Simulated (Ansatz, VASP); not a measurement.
# One calculation of Rb3Ag, two programs

```xyz
8
Lattice="2.4196 -4.4134 -0.0138 -7.5260 -4.5596 0.0032 0.0220 -0.0278 -12.7747" Properties=species:S:1:pos:R:3 pbc="T T T"
Rb   -2.6061   -7.4027   -2.2077
Rb    0.0003   -3.0245   -2.2029
Rb   -2.5934   -7.4414  -10.5885
Rb    0.0025   -3.0769  -10.5897
Rb   -5.1579   -5.9096   -6.4079
Rb   -0.1496   -5.8777   -6.3822
Ag   -2.5338   -4.4940   -0.0117
Ag   -4.9908   -9.0956   -0.0023
```

Change from the starting cell: cell x2, atoms moved at random (sigma 0.15 Å) and cell strained at random (1.5 %), then relaxed without symmetry.

Alike in both runs: functional PBE; k mesh 4 × 4 × 2; occupations gaussian, width 0.2 eV; no spin polarisation.

Ansatz relaxed the structure, and its values are those at the end. VASP's run is a single point on that final structure, the one shown.

|  | VASP | Ansatz |
| --- | --- | --- |
| version | VASP 6.6.1 | Ansatz 0.2.0 |
| potentials or method | VASP PAW PBE potentials, release 64 (Rb_sv, Ag), cutoff 520 eV | scalar-relativistic, plane waves, PAW |
| valence electrons in the cell | 76 | 92 |

|  | VASP | Ansatz | Ansatz less VASP |
| --- | --- | --- | --- |
| gap on the k mesh at the Fermi level (eV) | none | none | - |
| pressure (GPa) | 0.0 | 0.0 | 0.00 |
| rms of the force components (eV/Å) | 0.005 | 0.005 | +0.0003 |

A gap of «none» marks a metal or a gap that the smearing closes. VASP's potentials hold 76 valence electrons a cell and Ansatz's 92, so a difference there can come from the potentials and not from the codes.
